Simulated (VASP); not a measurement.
# CsPbCl3: single point with PBE

CsPbCl3:

```
Cs Pb Cl
1.0
     5.67550   -0.60734   -0.60734
    -0.60734    5.67550   -0.60734
    -0.60734   -0.60734    5.67550
Cs Pb Cl
1 1 3
Direct
  0.00000 0.00000 0.00000
  0.50000 0.50000 0.50000
  0.00000 0.50000 0.50000
  0.50000 0.00000 0.50000
  0.50000 0.50000 0.00000
```

This cell differs from its parent crystal: ratio of the length along [111] to the lengths across it x 0.71, volume and fractional coordinates fixed.

| Quantity | Value |
| --- | --- |
| Program | VASP 6.6.1 |
| Task | single point |
| Functional | PBE |
| Potentials or basis | VASP PAW PBE potentials, release 64 (Cs_sv, Pb_d, Cl) |
| Cutoff | 520 eV |
| k mesh | 6 × 6 × 6 |
| Occupations | gaussian, width 0.05 eV |
| Spin | no spin polarisation |
| Dipole correction | no |
| Further INCAR settings | ALGO = Normal; EDIFF = 1e-06; NBANDS = 30 |

```json
{
  "Pressure": "1.1 GPa",
  "Band gap on the k mesh": "1.24 eV"
}
```

Stress tensor (GPa, compression positive):
```
1.07 1.53 1.53
1.53 1.07 1.53
1.53 1.53 1.07
```

Levels at points of the mesh, in eV from the valence-band top:
```csv
k point,band 20,band 21,band 22,band 23,band 24,band 25
"(0.00, 0.00, 0.00)",-1.40,-1.28,-1.28,4.13,4.64,4.70
"(0.50, 0.00, 0.00)",-1.92,-1.37,-1.31,2.54,4.88,5.31
"(0.50, 0.50, 0.00)",-1.95,-1.22,-0.64,2.39,2.99,5.22
"(0.50, 0.50, 0.50)",-1.22,-1.19,0.00,1.24,2.58,2.58
```

It took 5.3 min on 1 thread of Oxide Virtual Turin-like Processor, on a shared host, peak memory 0.39 GiB.

Caveat: spin-orbit coupling is left out, which moves the levels of the heavy elements. A k mesh can miss the band edges.
